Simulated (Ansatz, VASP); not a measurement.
One calculation of C, two programs

```xyz
1
Lattice="0.0000 1.5492 1.5492 1.5492 0.0000 1.5492 1.5492 1.5492 0.0000" Properties=species:S:1:pos:R:3 pbc="T T T"
C     0.0000    0.0000    0.0000
```

Alike in both runs: functional r2SCAN; k mesh 30 × 30 × 30; occupations gaussian, width 0.1 eV; no spin polarisation.

Ansatz relaxed the structure, and its values are those at the end. VASP's run is a single point on that final structure, the one shown.

|  | VASP | Ansatz |
| --- | --- | --- |
| version | VASP 6.6.1 | Ansatz 0.2.0 |
| potentials or method | VASP PAW PBE potentials, release 64 (C), cutoff 520 eV | scalar-relativistic, plane waves, PAW |
| valence electrons in the cell | 4 | 4 |

VASP gave:

| Item | Value |
| --- | --- |
| gap on the k mesh at the Fermi level (eV) | none |
| pressure (GPa) | 0.1 |

Q: What did Ansatz give for the same quantities?

A: gap on the k mesh at the Fermi level (eV): none; pressure (GPa): 0.0.

VASP's potentials were made for PBE, not for r2SCAN. A gap of «none» marks a metal or a gap that the smearing closes.
